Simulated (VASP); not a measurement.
Ti3Al: single point with PBEsol

Crystal: Ti3Al.

```
Ti Al
1.0
     2.89578    0.00000    0.00000
    -1.44789    2.50782    0.00000
     0.00000    0.00000   18.27871
Ti Al
6 2
Direct
  0.66667 0.33333 0.50000
  0.66667 0.33333 0.00000
  0.33333 0.66667 0.37559
  0.33333 0.66667 0.87559
  0.33333 0.66667 0.12441
  0.33333 0.66667 0.62441
  0.66667 0.33333 0.25000
  0.66667 0.33333 0.75000
```

```yaml
Program: VASP 6.6.1
Task: single point
Functional: PBEsol
Potentials_or_basis: VASP PAW PBE potentials, release 64 (Ti_sv, Al)
Cutoff: 520 eV
k_mesh: 12 × 12 × 2
Occupations: gaussian, width 0.15 eV
Spin: no spin polarisation
```

```
Pressure               : -0.2 GPa
Largest force          : 0.007 eV/Å
Band gap on the k mesh : zero (bands 39 and 40 overlap by 1.54 eV)
```

Forces in eV/Å, atoms in the order of the input:
```
Ti   0.000  0.000  0.000
Ti   0.000  0.000  0.000
Ti   0.000  0.000  0.007
Ti   0.000  0.000  0.007
Ti   0.000  0.000 -0.007
Ti   0.000  0.000 -0.007
Al   0.000  0.000  0.000
Al   0.000  0.000  0.000
```

Levels at points of the mesh, in eV from the Fermi level:
```
           k point  band 37  band 38  band 39  band 40  band 41  band 42  band 43  band 44
(0.00, 0.00, 0.00)     0.78     0.81     0.86     0.86     0.86     0.86     0.94     0.94
(0.50, 0.00, 0.00)    -0.96    -0.64    -0.35     0.01     0.89     0.93     0.94     1.06
(0.00, 0.00, 0.50)     0.80     0.80     0.86     0.86     0.86     0.86     0.95     0.95
(0.50, 0.00, 0.50)    -0.89    -0.89    -0.23    -0.23     0.91     0.91     1.09     1.09
```

It took 7.4 min on 1 thread of Intel(R) Xeon(R) 6975P-C (Granite Rapids), on a shared host, peak memory 0.38 GiB.

Caveat: the PAW data sets were made with another functional, which shifts forces and pressure a little.
